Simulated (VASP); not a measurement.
**NbP (zincblende type): single point with PBE**

Crystal: NbP (zincblende type).

```
CELL_PARAMETERS angstrom
0.00000 2.32975 2.32975
2.32975 0.00000 2.32975
2.32975 2.32975 0.00000
ATOMIC_POSITIONS crystal
Nb 0.00000 0.00000 0.00000
P 0.25000 0.25000 0.25000
```

This cell differs from its parent crystal: volume scaled by 0.58.

| Item | Value |
| --- | --- |
| Program | VASP 6.6.1 |
| Task | single point |
| Functional | PBE |
| Potentials or basis | VASP PAW PBE potentials, release 64 (Nb_sv, P) |
| Cutoff | 500 eV |
| k mesh | 12 × 12 × 12 |
| Occupations | fermi-dirac, width 0.08 eV |
| Spin | no spin polarisation |
| Dipole correction | no |
| Further INCAR settings | ALGO = Normal; EDIFF = 1e-06; NBANDS = 16 |

```
Pressure               : 164.5 GPa
Band gap on the k mesh : zero (band 9 reaches 14.84 eV, above the bottom of band 10 at 13.18 eV)
```

Levels at points of the mesh, in eV from the Fermi level:
```
           k point  band 5  band 6  band 7  band 8  band 9  band 10  band 11  band 12  band 13  band 14
(0.00, 0.00, 0.00)  -13.08   -5.40   -5.40   -5.40   -0.30    -0.30     5.41     7.81     7.81     7.81
(0.50, 0.00, 0.00)  -10.92   -4.84   -4.71   -4.71    1.11     1.11     2.46     5.64     5.64     6.01
(0.50, 0.50, 0.00)  -10.10   -7.58   -1.94   -1.32   -1.32     2.41     2.69     2.69     3.52    11.31
```

Run time: 25 s on 1 thread of Intel(R) Xeon(R) Platinum 8259CL CPU @ 2.50GHz (Skylake/Cascade Lake) (shared host), peak memory 0.15 GiB.
